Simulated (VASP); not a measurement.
# TiO2 (P3_121) in VASP: settings compared, part 2 of 2

VASP 6.6.1.

## 3. Single point, BLYP+D3(BJ)

This run uses another cell than the first one, of 15.83 Å³/atom.

INCAR reads:

```
AGGAC = 1.0
AGGAX = 1.0
ALDAC = 0.0
ALDAX = 1.0
ALGO = Normal
EDIFF = 1E-6
ENCUT = 520
GGA = B5
ISIF = 2
ISMEAR = -1
IVDW = 12
LASPH = True
LCHARG = False
LREAL = False
LWAVE = False
NBANDS = 46
NELM = 80
PREC = Accurate
SIGMA = 0.05
VDW_A1 = 0.4298
VDW_A2 = 4.2359
VDW_S6 = 1.0
VDW_S8 = 2.6996
```

KPOINTS reads:

```
k-points
0
Gamma
  6 6 5
```

POSCAR reads:

```
TiO2
1.0
    5.3122854319      0.0000000000      0.0000000000
   -2.6561427159      4.6005741361      0.0000000000
    0.0000000000      0.0000000000      5.8295127962
Ti O
3 6
Direct
    0.4419875636      0.0000000000      0.3333333333
    0.0000000000      0.4419875636      0.6666666667
    0.5580124364      0.5580124364      0.0000000000
    0.5961438576      0.9027686744      0.0925022465
    0.6933751832      0.0972313256      0.5741644201
    0.3066248168      0.4038561424      0.7591689132
    0.9027686744      0.5961438576      0.9074977535
    0.0972313256      0.6933751832      0.4258355799
    0.4038561424      0.3066248168      0.2408310868
```

Potentials or basis: VASP PAW PBE potentials, release 64 (Ti_sv, O).

Command:

```console
$ cat potpaw_PBE.64/Ti_sv/POTCAR potpaw_PBE.64/O/POTCAR > POTCAR
$ mpirun -np 1 vasp_std > vasp.out
```

OUTCAR:

```text
EDIFF = 1E-6
   ENCUT = 520
   GGA = B5
   ISIF = 2
   ISMEAR = -1
   IVDW = 12
   LASPH = True
   LREAL = False
   NELM = 80
   PREC = Accurate
 IVDW          = 12

 ion  position               nearest neighbor table
   1  0.442  0.000  0.333-   9 1.82   8 1.82   4 1.83   5 1.83
   2  0.000  0.442  0.667-   6 1.82   5 1.82   8 1.83   7 1.83
   3  0.558  0.558  0.000-   4 1.82   7 1.82   9 1.83   6 1.83
   4  0.596  0.903  0.093-   3 1.82   1 1.83
   5  0.693  0.097  0.574-   2 1.82   1 1.83
   6  0.307  0.404  0.759-   2 1.82   3 1.83
   7  0.903  0.596  0.907-   3 1.82   2 1.83
   8  0.097  0.693  0.426-   1 1.82   2 1.83
   9  0.404  0.307  0.241-   1 1.82   3 1.83

  LATTYP: Found a hexagonal cell.
 ALAT       =     5.3122854319
 C/A-ratio  =     1.0973643775

  Lattice vectors:

 A1 = (   5.3122854319,   0.0000000000,   0.0000000000)
 A2 = (  -2.6561427159,   4.6005741361,   0.0000000000)
 A3 = (   0.0000000000,   0.0000000000,   5.8295127962)

Analysis of symmetry for initial positions (statically):
=====================================================================
 Subroutine PRICEL returns:
 Original cell was already a primitive cell.

 Routine SETGRP: Setting up the symmetry group for a
 hexagonal supercell.

 Subroutine GETGRP returns: Found  6 space group operations
 (whereof  2 operations were pure point group operations)
 out of a pool of 24 trial point group operations.

The static configuration has the point symmetry C_2 .
 The point group associated with its full space group is D_3 .

Analysis of symmetry for dynamics (positions and initial velocities):
=====================================================================
 Subroutine PRICEL returns:
 Original cell was already a primitive cell.

 Routine SETGRP: Setting up the symmetry group for a
 hexagonal supercell.

 Subroutine GETGRP returns: Found  6 space group operations
 (whereof  2 operations were pure point group operations)
 out of a pool of 24 trial point group operations.

The dynamic configuration has the point symmetry C_2 .
 The point group associated with its full space group is D_3 .

 Subroutine INISYM returns: Found  6 space group operations
 (whereof  2 operations are pure point group operations),
 and found     1 'primitive' translations

----------------------------------------------------------------------------------------

                                     Primitive cell

  volume of cell :     142.4707

  direct lattice vectors                    reciprocal lattice vectors
     5.312285432  0.000000000  0.000000000     0.188242897  0.108682087  0.000000000
    -2.656142716  4.600574136  0.000000000     0.000000000  0.217364175  0.000000000
     0.000000000  0.000000000  5.829512796     0.000000000  0.000000000  0.171540922

  length of vectors
     5.312285432  5.312285432  5.829512796     0.217364175  0.217364175  0.171540922

  position of ions in fractional coordinates (direct lattice)
     0.441987564  0.000000000  0.333333333
     0.000000000  0.441987564  0.666666667
     0.558012436  0.558012436  0.000000000
[... 48 lines left out ...]
  0.166667 -0.000000  0.000000      6.000000
  0.333333 -0.000000  0.000000      6.000000
  0.500000  0.000000  0.000000      3.000000
  0.166667  0.166667  0.000000      6.000000
  0.333333  0.166667  0.000000     12.000000
[... 16 lines left out ...]
  0.500000  0.000000  0.400000      6.000000
  0.166667  0.166667  0.400000     12.000000
 [... further k-points ...]
   k-points           NKPTS =     27   k-points in BZ     NKDIM =     27   number of bands    NBANDS=     46
   number of dos      NEDOS =    301   number of ions     NIONS =      9
   total plane-waves  NPLWV =  76800
   dimension x,y,z NGX =    40 NGY =   40 NGZ =   48
   dimension x,y,z NGXF=    80 NGYF=   80 NGZF=   96
   ions per type =               3   6
   NGX,Y,Z   is equivalent  to a cutoff of  12.52, 12.52, 13.69 a.u.
   NGXF,Y,Z  is equivalent  to a cutoff of  25.04, 25.04, 27.38 a.u.
 SYSTEM =  unknown system
   PREC   = accura    normal or accurate (medium, high low for compatibility)
   ISTART =      0    job   : 0-new  1-cont  2-samecut
   ICHARG =      2    charge: 1-file 2-atom 10-const
   ISPIN  =      1    spin polarized calculation?
   LNONCOLLINEAR =      F non collinear calculations
   LSORBIT =      F    spin-orbit coupling
   LASPH  =      T    aspherical Exc in radial PAW
   ENCUT  =  520.0 eV  38.22 Ry    6.18 a.u.   9.88  9.88 10.84*2*pi/ulx,y,z
   NELM   =     80;   NELMIN=  2; NELMDL= -5     # of ELM steps
   EDIFF  = 0.1E-05   stopping-criterion for ELM
   LREAL  =      F    real-space projection
   EDIFFG = 0.1E-04   stopping-criterion for IOM
   NSW    =      0    number of steps for IOM
   IBRION =     -1    ionic relax: 0-MD 1-quasi-New 2-CG
   NFREE  =      0    steps in history (QN), initial steepest desc. (CG)
   ISIF   =      2    stress and relaxation
   ISYM   =      2    0-nonsym 1-usesym 2-fastsym
   POTIM  = 0.5000    time-step for ionic-motion
   TEBEG  =    0.0;   TEEND  =   0.0 temperature during run
   PSTRESS=    0.0 pullay stress
   NELECT =      72.0000    total number of electrons
   NUPDOWN=      -1.0000    fix difference up-down
   EMIN   =  10.00;   EMAX   =-10.00  energy-range for DOS
   EFERMI =   0.00;   METHOD = LEGACY
   ISMEAR =    -1;   SIGMA  =   0.05  broadening in eV -4-tet -1-fermi 0-gaus
   EFERMI_NEDOS =   21; number of points for ismear=-14 and -15
   IALGO  =     38    algorithm
   IMIX   =      4    mixing-type and parameters
     AMIX     =   0.40;   BMIX     =  1.00
     AMIX_MAG =   1.60;   BMIX_MAG =  1.00
  volume/ion in A,a.u.               =      15.83       106.83
  Fermi-wavevector in a.u.,A,eV,Ry     =   1.303999  2.464200 23.135512  1.700412
  Thomas-Fermi vector in A             =   2.434963
   LORBIT       =      0    0 simple, 1 ext, 2 COOP (PROOUT), +10 PAW based schemes
   GGA     = B5    functional components
   LHFCALC =     F    Hartree Fock is set to
   AEXX    =    0.0000 exact exchange contribution
   IVDW    =    12    specifies the selected vdW correction
   LEPSILON=     F    determine dielectric tensor
   LRPA    =     F    only Hartree local field effects (RPA)
 non-spin polarized calculation
  energy-cutoff  :      520.00
  volume of cell :      142.47
 maximum number of plane-waves:      3870
   NGX = 19   NGY = 19   NGZ = 21

 number of electron      71.9999997 magnetization

 Free energy of the ion-electron system (eV)
  ---------------------------------------------------
  ext. energy  EPLUGINS =         0.00000000
  ---------------------------------------------------
  free energy    TOTEN  =       -77.29973418 eV

  energy without entropy =      -77.29973418  energy(sigma->0) =      -77.29973418

 E-fermi :   1.4827     XC(G=0):  -8.5434

 val. band max:        0.2158487860   @ k =   0.5000   0.0000   0.0000
 cond. band min:       3.7513979535   @ k =   0.0000   0.0000   0.4000
 fundamental gap:      3.5355491674
 Fermi energy:         1.4827108282

 k-point     1 :       0.0000    0.0000    0.0000
  band No.  band energies     occupation
      1     -54.9664      2.00000
      2     -54.9476      2.00000
      3     -54.9476      2.00000
      4     -31.5471      2.00000
      5     -31.5199      2.00000
      6     -31.5199      2.00000
[... 1165 lines left out ...]
     45       5.7541      0.00000
     46       6.5266      0.00000

 [... further k-points ...]

------------------------ aborting loop because EDIFF is reached ----------------------------------------

 Edisp (eV)   -3.09169

 E8    (eV) :    -2.1650

  FORCE on cell =-STRESS in cart. coord.  units (eV):
  Direction    XX          YY          ZZ          XY          YZ          ZX
  --------------------------------------------------------------------------------------
  -------------------------------------------------------------------------------------
  Total       0.89997     0.89997     0.92120     0.00000     0.00000     0.00000
  in kB      10.12076    10.12076    10.35949     0.00000     0.00000     0.00000
  external pressure =       10.20 kB  Pullay stress =        0.00 kB

 VOLUME and BASIS-vectors are now :
 -----------------------------------------------------------------------------
  energy-cutoff  :      520.00
  volume of cell :      142.47
      direct lattice vectors                 reciprocal lattice vectors
     5.312285432  0.000000000  0.000000000     0.188242897  0.108682087  0.000000000
    -2.656142716  4.600574136  0.000000000     0.000000000  0.217364175  0.000000000
     0.000000000  0.000000000  5.829512796     0.000000000  0.000000000  0.171540922

 POSITION                                       TOTAL-FORCE (eV/Angst)
 -----------------------------------------------------------------------------------
      2.34796      0.00000      1.94317        -0.014861     -0.000000     -0.000000
     -1.17398      2.03340      3.88634         0.007430     -0.012870     -0.000000
      1.48216      2.56718      0.00000         0.007430      0.012870     -0.000000
      0.76900      4.15325      0.53924         0.023657      0.087210     -0.061453
      3.42515      0.44732      3.34710         0.023657     -0.087210      0.061453
      0.55618      1.85797      4.42558         0.063697     -0.064092     -0.061453
      3.21232      2.74260      5.29027         0.063697      0.064092      0.061453
     -1.32518      3.18992      2.48241        -0.087354     -0.023117     -0.061453
      1.33096      1.41065      1.40393        -0.087354      0.023117      0.061453
 -----------------------------------------------------------------------------------
    total drift:                                0.000003      0.000004     -0.000000

  FREE ENERGIE OF THE ION-ELECTRON SYSTEM (eV)
  ---------------------------------------------------
  free  energy   TOTEN  =       -80.3914285728 eV

  energy  without entropy=      -80.3914285728  energy(sigma->0) =      -80.39142857
```

Run time: 7.3 min. Hardware: 1 thread of AMD EPYC 7R13, shared host; peak memory 0.3 GiB.

Results:

```yaml
Free_energy: -80.3914 eV
Pressure: 1.0 GPa
Largest_force: 0.109 eV/Å
Band_gap_on_the_k_mesh: 3.54 eV (least direct gap 3.69 eV)
Dispersion_energy_per_atom: -0.344 eV
```

Forces on the atoms (eV/Å):
```
Ti  -0.015  0.000  0.000
Ti   0.007 -0.013  0.000
Ti   0.007  0.013  0.000
O    0.024  0.087 -0.061
O    0.024 -0.087  0.061
O    0.064 -0.064 -0.061
O    0.064  0.064  0.061
O   -0.087 -0.023 -0.061
O   -0.087  0.023  0.061
```

Caveat: the PAW data sets were made with another functional, which shifts forces and pressure a little.
